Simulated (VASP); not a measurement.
A run of VASP 6.6.1:

Contents of INCAR:

```
ALGO = Normal ; EDIFF = 1E-6
ENCUT = 520 ; GGA = PS
ISIF = 2 ; ISMEAR = 0
LASPH = T ; LCHARG = F
LREAL = F ; LWAVE = F
NBANDS = 26 ; NELM = 100
PREC = Accurate ; SIGMA = 0.1
```

Contents of KPOINTS:

```
k-points
0
Gamma
  12 12 6
```

File POSCAR:

```
NbAs
1.0
    3.2952951115      0.0000000000      0.0000000000
   -1.6476475557      2.8538092795      0.0000000000
    0.0000000000      0.0000000000      8.4164422866
Nb As
2 2
Direct
    0.3333333333      0.6666666667      0.0432988108
    0.6666666667      0.3333333333      0.5432988108
    0.3333333333      0.6666666667      0.3417011892
    0.6666666667      0.3333333333      0.8417011892
```

Potentials or basis: VASP PAW PBE potentials, release 64 (Nb_sv, As).

The run is started by

```console
$ cat potpaw_PBE.64/Nb_sv/POTCAR potpaw_PBE.64/As/POTCAR > POTCAR
$ mpirun -np 1 vasp_std > vasp.out
```

Hardware: 1 thread of Intel Xeon 8259CL, with other jobs on the host.

Task: Estimate the wall time of this run.

Result: Run time: 5.7 min on 1 thread of Intel Xeon 8259CL, with other jobs on the host, peak memory 0.3 GiB. Counts: scf iterations 14, k points 76.
